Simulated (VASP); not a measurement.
# TaN in VASP: a series of runs, part 2 of 2

VASP 6.6.1.

### 3 Single point, PBE

File INCAR:

```
SYSTEM = TaN
  ALGO = Normal
  EDIFF = 1E-6
  ENCUT = 520
  GGA = PE
  ISIF = 2
  ISMEAR = -1
  LASPH = .True.
  LCHARG = .False.
  LREAL = .False.
  LWAVE = .False.
  NBANDS = 15
  NELM = 100
  PREC = Accurate
  SIGMA = 0.05
```

File KPOINTS:

```
k-points
0
Gamma
  9 9 9
  0 0 0
```

File POSCAR:

```
TaN
1.0
    0.0000000000      2.2113230000      2.2113230000
    2.2113230000      0.0000000000      2.2113230000
    2.2113230000      2.2113230000      0.0000000000
Ta N
1 1
Direct
    0.5000000000      0.5000000000      0.5000000000
    0.0000000000      0.0000000000      0.0000000000
```

Potentials or basis: VASP PAW PBE potentials, release 64 (Ta_pv, N).

The run is started by

```bash
$ cat potpaw_PBE.64/Ta_pv/POTCAR potpaw_PBE.64/N/POTCAR > POTCAR
$ mpirun -np 1 vasp_std > vasp.out
```

OUTCAR:

```text
SYSTEM = TaN
   EDIFF = 1E-6
   ENCUT = 520
   GGA = PE
   ISIF = 2
   ISMEAR = -1
   LASPH = .True.
   LREAL = .False.
   NELM = 100
   PREC = Accurate

 ion  position               nearest neighbor table
   1  0.500  0.500  0.500-   2 2.21   2 2.21   2 2.21   2 2.21   2 2.21   2 2.21
   2  0.000  0.000  0.000-   1 2.21   1 2.21   1 2.21   1 2.21   1 2.21   1 2.21

  LATTYP: Found a face centered cubic cell.
 ALAT       =     4.4226460000

  Lattice vectors:

[... 619 lines left out ...]

  FORCE on cell =-STRESS in cart. coord.  units (eV):
  Direction    XX          YY          ZZ          XY          YZ          ZX
  --------------------------------------------------------------------------------------
  -------------------------------------------------------------------------------------
  Total       -0.0698414     -0.0698414     -0.0698414     -0.0000000     -0.0000000     -0.0000000
  in kB       -5.1741271     -5.1741271     -5.1741271     -0.0000000     -0.0000000     -0.0000000
  external PRESSURE =      -5.1741271 kB  Pullay stress =       0.0000000 kB

 VOLUME and BASIS-vectors are now :
 -----------------------------------------------------------------------------
  energy-cutoff  :      520.00
  volume of cell :       21.63
      direct lattice vectors                 reciprocal lattice vectors
     0.000000000  2.211323000  2.211323000    -0.226108985  0.226108985  0.226108985
     2.211323000  0.000000000  2.211323000     0.226108985 -0.226108985  0.226108985
     2.211323000  2.211323000  0.000000000     0.226108985  0.226108985 -0.226108985

 POSITION                                       TOTAL-FORCE (eV/Angst)
 -----------------------------------------------------------------------------------
      2.21132      2.21132      2.21132        -0.000000      0.000000      0.000000
      0.00000      0.00000      0.00000         0.000000     -0.000000     -0.000000
 -----------------------------------------------------------------------------------
    total drift:                                0.000000     -0.000000     -0.000000

  FREE ENERGIE OF THE ION-ELECTRON SYSTEM (eV)
  ---------------------------------------------------
  free  energy   TOTEN  =       -21.8321513101 eV

  energy  without entropy=      -21.8242442266  energy(sigma->0) =      -21.82819777
```

OSZICAR:

```text
N       E                     dE             d eps       ncg     rms          rms(c)
DAV:   1     0.902756195809E+02    0.90276E+02   -0.87605E+03  1058   0.112E+03
DAV:   2    -0.220047104269E+02   -0.11228E+03   -0.10545E+03  1302   0.301E+02
DAV:   3    -0.248472826665E+02   -0.28426E+01   -0.28010E+01  1197   0.444E+01
DAV:   4    -0.248595233268E+02   -0.12241E-01   -0.12239E-01  1337   0.310E+00
DAV:   5    -0.248596016394E+02   -0.78313E-04   -0.78313E-04  1204   0.230E-01    0.233E+01
DAV:   6    -0.219373470039E+02    0.29223E+01   -0.54504E+00  1240   0.263E+01    0.958E+00
DAV:   7    -0.218666654701E+02    0.70682E-01   -0.53345E-01  1169   0.610E+00    0.674E+00
DAV:   8    -0.218391834049E+02    0.27482E-01   -0.15313E-01  1183   0.337E+00    0.165E+00
DAV:   9    -0.218322162630E+02    0.69671E-02   -0.18950E-02  1176   0.113E+00    0.309E-01
DAV:  10    -0.218321821300E+02    0.34133E-04   -0.11996E-03  1218   0.368E-01    0.579E-02
DAV:  11    -0.218321508870E+02    0.31243E-04   -0.52856E-05  1233   0.861E-02    0.134E-02
DAV:  12    -0.218321513101E+02   -0.42303E-06   -0.46367E-06  1176   0.198E-02
   1 F= -.21832151E+02 E0= -.21828198E+02  d E =-.790708E-02
```

stdout:

```text
POSCAR found type information on POSCAR TaN
 POSCAR found :  2 types and       2 ions
 scaLAPACK will be used
 LDA part: xc-table for (Slater+PW92), standard interpolation
 POSCAR, INCAR and KPOINTS ok, starting setup
 FFT: planning ... GRIDC
 FFT: planning ... GRID_SOFT
 FFT: planning ... GRID
 WAVECAR not read
 entering main loop
```

It took 6.1 s on 1 thread of Intel Xeon Platinum 8488C (Sapphire Rapids), shared host; peak memory 0.14 GiB.

What came out:

* Free energy: -21.8322 eV
* Pressure: -0.5 GPa
* Band gap on the k mesh: zero (band 8 reaches 10.86 eV, above the bottom of band 9 at 7.29 eV)

Levels at points of the mesh, in eV from the Fermi level:
```tsv
k point	band 5	band 6	band 7	band 8	band 9	band 10	band 11	band 12
(0.00, 0.00, 0.00)	-3.67	-3.67	-3.67	-1.95	-1.95	-1.95	0.17	0.17
```

Caveat: spin-orbit coupling is left out, which moves the levels of the heavy elements.

### 4 Single point, PBEsol

File INCAR:

```
PREC     = Accurate       # precision mode
ENCUT    = 520            # plane-wave cutoff, eV
EDIFF    = 1E-6           # SCF threshold, eV
ISMEAR   = -1             # smearing method
SIGMA    = 0.05           # smearing width, eV
LREAL    = F              # projectors in reciprocal space
LASPH    = T              # aspherical terms in the spheres
NELM     = 100            # most SCF steps
ALGO     = Normal         # electronic algorithm
ISIF     = 2              # what is computed and relaxed
LWAVE    = F              # write WAVECAR
LCHARG   = F              # write CHGCAR
GGA      = PS             # functional
NBANDS   = 15             # bands
```

File KPOINTS:

```
regular mesh
0
Gamma
  10 10 10
```

POSCAR is that of step 3.

The run is started by

```bash
$ cat potpaw_PBE.64/Ta_pv/POTCAR potpaw_PBE.64/N/POTCAR > POTCAR
$ mpirun -np 1 vasp_std > vasp.out
```

It took 8.9 s on 1 thread of Intel Xeon Platinum 8488C (Sapphire Rapids), shared host; peak memory 0.14 GiB.

It converged, with:

```yaml
Free_energy: -23.2079 eV
Pressure: -9.9 GPa
Band_gap_on_the_k_mesh: zero (band 8 reaches 11.03 eV, above the bottom of band 9 at 7.10 eV)
```

Levels at points of the mesh, in eV from the Fermi level:
```
           k point  band 6  band 7  band 8  band 9  band 10  band 11
(0.00, 0.00, 0.00)   -3.76   -3.76   -2.11   -2.11    -2.11    -0.01
(0.50, 0.00, 0.00)   -7.48   -7.48    1.82    1.82     1.93     3.72
(0.50, 0.50, 0.00)   -5.41   -4.59   -4.59    2.00     3.43     3.43
```

Caveat: the PAW data sets were made with another functional, which shifts forces and pressure a little; spin-orbit coupling is left out, which moves the levels of the heavy elements.

### 5 Single point, PBE

This run uses another cell than the first one, of 11.70 Å³/atom, 1.082 times its volume.

File INCAR:

```
PREC = Accurate ; ENCUT = 520
EDIFF = 1E-6 ; ISMEAR = -1
SIGMA = 0.05 ; LREAL = False
LASPH = True ; NELM = 80
ALGO = Normal ; ISIF = 2
LWAVE = False ; LCHARG = False
GGA = PE ; NBANDS = 15
```

File KPOINTS:

```
regular mesh
0
Gamma
  8 8 8
```

File POSCAR:

```
TaN
1.0
    0.0000000000      2.2997759200      2.2113230000
    2.2997759200      0.0000000000      2.2113230000
    2.2997759200      2.2997759200      0.0000000000
Ta N
1 1
Direct
    0.5000000000      0.5000000000      0.5000000000
    0.0000000000      0.0000000000      0.0000000000
```

The run is started by

```bash
$ cat potpaw_PBE.64/Ta_pv/POTCAR potpaw_PBE.64/N/POTCAR > POTCAR
$ mpirun -np 1 vasp_std > vasp.out
```

It took 15 s on 1 thread of Intel Xeon Platinum 8488C (Sapphire Rapids), shared host; peak memory 0.15 GiB.

The run converged. Its results:

- Free energy: -21.6534 eV
- Pressure: -20.8 GPa
- Band gap on the k mesh: zero (band 8 reaches 9.95 eV, above the bottom of band 9 at 6.51 eV)

Stress tensor (GPa, compression positive):
```
-25.00   0.00   0.00
  0.00 -25.00   0.00
  0.00   0.00 -12.52
```

Levels at points of the mesh, in eV from the Fermi level:
```tsv
k point	band 4	band 5	band 6	band 7	band 8	band 9	band 10	band 11	band 12	band 13
(0.00, 0.00, 0.00)	-18.12	-3.62	-3.62	-3.51	-2.01	-2.01	-1.59	-0.22	-0.22	1.23
(0.50, 0.00, 0.00)	-15.61	-9.63	-6.95	-6.95	1.43	1.75	1.75	3.48	6.13	6.87
(0.50, 0.50, 0.00)	-16.89	-6.20	-4.91	-4.54	-4.54	1.83	3.01	3.01	3.61	5.99
(0.50, 0.00, 0.50)	-16.94	-6.54	-4.84	-4.40	-4.33	1.68	2.79	3.20	3.66	5.74
```

Caveat: spin-orbit coupling is left out, which moves the levels of the heavy elements.

### 6 Overview

| level | cell | k mesh | gap on the mesh (eV) | pressure (GPa) |
| --- | --- | --- | --- | --- |
| r2SCAN | a = 3.127 Å, angles 60.0°, 2 atoms | 6 × 6 × 6 | none | -3.7 |
| PBE | a = 3.127 Å, angles 60.0°, 2 atoms | 9 × 9 × 9 | none | -0.5 |
| PBEsol | a = 3.127 Å, angles 60.0°, 2 atoms | 10 × 10 × 10 | none | -9.9 |
| PBE | a = 3.190, b = 3.190, c = 3.252 Å, angles 59.4, 59.4, 61.3°, 2 atoms | 8 × 8 × 8 | none | -20.8 |

Alike in all rows: task single point; potentials or basis VASP PAW PBE potentials, release 64 (Ta_pv, N); no spin polarisation; cutoff (eV) 520; smearing fermi-dirac 0.05 eV.

Caveats: some runs use coarse meshes; spin-orbit coupling is left out, which moves the levels of the heavy elements; the PAW data sets were made with another functional, which shifts forces and pressure a little (some runs).

Total energies depend on the potentials used, so only differences within one code and one set of settings carry meaning.
